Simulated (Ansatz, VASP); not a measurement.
## Bi in VASP and in Ansatz

File INCAR:

```
ALGO = Fast ; EDIFF = 1E-7
ENCUT = 520 ; GGA = PE
ISIF = 2 ; ISMEAR = 0
IVDW = 12 ; LASPH = True
LCHARG = False ; LREAL = False
LWAVE = False ; NBANDS = 14
NELM = 60 ; PREC = Accurate
SIGMA = 0.15
```

The input KPOINTS:

```
k-points
0
Gamma
  18 18 18
```

File POSCAR:

```
Bi
1.0
   -2.0111519898      1.9517090738      1.9814305318
    2.0111519898     -1.9517090738      1.9814305318
    2.0111519898      1.9517090738     -1.9814305318
Bi
1
Direct
    0.0000000000      0.0000000000      0.0000000000
```

Input for Ansatz:

```yaml
crystal:
  lattice:
    - [-2.0111519898, 1.9517090738, 1.9814305318]
    - [2.0111519898, -1.9517090738, 1.9814305318]
    - [2.0111519898, 1.9517090738, -1.9814305318]
  atoms:
    - { symbol: Bi, position: [0.0, 0.0, 0.0] }
basis:
  ecutwfc: 420
kpoints:
  mp_grid: { grid: [18, 18, 18] }
hamiltonian:
  xc: pbe
  dispersion: d3bj
scf:
  occupations: { method: gaussian, width: 0.15 }
output:
  forces: true
  stress: true
  eigenvalues: true
```

Change from the starting cell: strain +0.0150 x Voigt [1, -1, 0, 0, 0, 0], atoms carried along.

Alike in both runs: task single point; functional PBE; dispersion D3(BJ); k mesh 18 × 18 × 18; occupations gaussian, width 0.15 eV; no spin polarisation.

|  | VASP | Ansatz |
| --- | --- | --- |
| version | VASP 6.6.1 | Ansatz 0.2.0 |
| potentials or method | VASP PAW PBE potentials, release 64 (Bi_d), cutoff 520 eV | scalar-relativistic, plane waves, PAW |
| valence electrons in the cell | 15 | 15 |

|  | VASP | Ansatz | Ansatz less VASP |
| --- | --- | --- | --- |
| gap on the k mesh at the Fermi level (eV) | none | none | - |
| pressure (GPa) | -1.7 | -1.7 | +0.04 |
| traceless stress, the component that is largest in VASP (GPa) | -0.11 | -0.11 | -0.001 |

A gap of «none» marks a metal or a gap that the smearing closes.

Neither program's run includes spin-orbit coupling.
